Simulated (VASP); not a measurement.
A run of VASP 6.6.1:

The input POSCAR:

```
KTaO3
1.0
    3.4841009675      0.0000000000      0.0000000000
    0.0000000000      3.4841009675      0.0000000000
    0.0000000000      0.0000000000      5.2261514513
K Ta O
1 1 3
Direct
    0.5000000000      0.5000000000      0.5000000000
    0.0000000000      0.0000000000      0.0000000000
    0.5000000000      0.0000000000      0.0000000000
    0.0000000000      0.5000000000      0.0000000000
    0.0000000000      0.0000000000      0.5000000000
```

The input INCAR.step1:

```
SYSTEM = KTaO3
PREC = Accurate
ENCUT = 520
ISMEAR = 0
SIGMA = 0.05
LREAL = .False.
LASPH = .True.
NELM = 100
NBANDS = 27
GGA = PE
ALGO = Normal
EDIFF = 1E-4
LWAVE = .True.
LCHARG = .False.
```

The input INCAR.step2:

```
SYSTEM = KTaO3
PREC = Accurate
ENCUT = 520
EDIFF = 1E-6
ISMEAR = 0
SIGMA = 0.05
LREAL = .False.
LASPH = .True.
NELM = 100
ALGO = Normal
ISIF = 2
LWAVE = .False.
LCHARG = .True.
METAGGA = R2SCAN
LMIXTAU = .True.
LELF = .True.
LVHAR = .True.
NBANDS = 27
ISTART = 1
```

KPOINTS

```
regular mesh
0
Gamma
  6 6 6
  0 0 0
```

Potentials or basis: VASP PAW PBE potentials, release 64 (K_sv, Ta_pv, O).

Command:

```console
$ cat potpaw_PBE.64/K_sv/POTCAR potpaw_PBE.64/Ta_pv/POTCAR potpaw_PBE.64/O/POTCAR > POTCAR
$ cp INCAR.step1 INCAR
$ mpirun -np 1 vasp_std > vasp.out
$ cp INCAR.step2 INCAR
$ mpirun -np 1 vasp_std > vasp.out
```

Hardware: 1 thread of Intel(R) Xeon(R) Platinum 8259CL CPU @ 2.50GHz (Skylake/Cascade Lake) (shared host).

Problem. Estimate the wall time of this run.

Solution. Wall time 4.4 min on 1 thread of Intel(R) Xeon(R) Platinum 8259CL CPU @ 2.50GHz (Skylake/Cascade Lake), with other jobs on the host, peak memory 0.22 GiB. Counts: k points 40.
